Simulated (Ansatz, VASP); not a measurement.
# Na4H in VASP and in Ansatz

```
Na H
1.0
     7.26651    0.00000    0.00000
    -2.42217    6.85093    0.00000
     0.00000    0.00000   20.96654
Na H
8 2
Direct
  0.25000 0.25000 0.19078
  0.25000 0.75000 0.19078
  0.75000 0.25000 0.19078
  0.75000 0.75000 0.19078
  0.00000 0.00000 0.33227
  0.00000 0.50000 0.33227
  0.50000 0.00000 0.33227
  0.50000 0.50000 0.33227
  0.81766 0.75000 0.41478
  0.18234 0.75000 0.41478
```

Alike in both runs: task single point; functional PBE; k mesh 4 × 4 × 1; occupations gaussian, width 0.1 eV; no spin polarisation.

```csv
,VASP,Ansatz
version,VASP 6.6.1,Ansatz 0.2.0
potentials or method,"VASP PAW PBE potentials, release 64 (Na_pv, H), cutoff 520 eV","scalar-relativistic, plane waves, PAW"
valence electrons in the cell,58,74
```

|  | VASP | Ansatz | Ansatz less VASP |
| --- | --- | --- | --- |
| gap on the k mesh at the Fermi level (eV) | none | none | - |
| rms of the force components (eV/Å) | 0.355 | 0.356 | +0.0006 |

Atom by atom the forces differ by 0.001 eV/Å (rms over components). A gap of «none» marks a metal or a gap that the smearing closes. VASP's potentials hold 58 valence electrons a cell and Ansatz's 74, so a difference there can come from the potentials and not from the codes.
